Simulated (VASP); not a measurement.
**CdTe: single point with LDA**

The system is CdTe.

```
Cd Te
1.0
     0.00000    3.32103    3.19023
     3.19023    0.00000    3.19023
     3.19023    3.32103    0.00000
Cd Te
1 1
Cartesian
  0.0000 0.0000 0.0000
  4.7853 4.9815 4.7853
```

| Item | Value |
| --- | --- |
| Program | VASP 6.6.1 |
| Task | single point |
| Functional | LDA |
| Potentials or basis | VASP PAW LDA potentials, release 64 (Cd, Te) |
| Cutoff | 520 eV |
| k mesh | 8 × 8 × 8 |
| Occupations | gaussian, width 0.05 eV |
| Spin | no spin polarisation |

The pressure is -1.0 GPa. The band gap on the k mesh is 0.52 eV.

Stress tensor (GPa, compression positive):
```
-0.67  0.00  0.00
 0.00 -1.50  0.00
 0.00  0.00 -0.67
```

Levels at points of the mesh, in eV from the valence-band top:
```tsv
k point	band 6	band 7	band 8	band 9	band 10	band 11	band 12	band 13
(0.00, 0.00, 0.00)	-8.09	-0.15	0.00	0.00	0.52	4.45	4.45	4.47
(0.50, 0.00, 0.00)	-7.74	-4.58	-0.94	-0.74	1.60	4.95	5.17	6.83
(0.50, 0.50, 0.00)	-7.58	-4.39	-2.04	-1.98	2.33	2.41	8.70	8.77
(0.50, 0.00, 0.50)	-7.65	-4.59	-1.84	-1.84	2.49	2.71	8.43	8.97
```

It took 53 s on 1 thread of Intel(R) Xeon(R) Platinum 8559C (Emerald Rapids), with other jobs on the host, peak memory 0.21 GiB.

Caveat: spin-orbit coupling is left out, which moves the levels of the heavy elements. As with any semilocal functional, this LDA gap is likely too small.
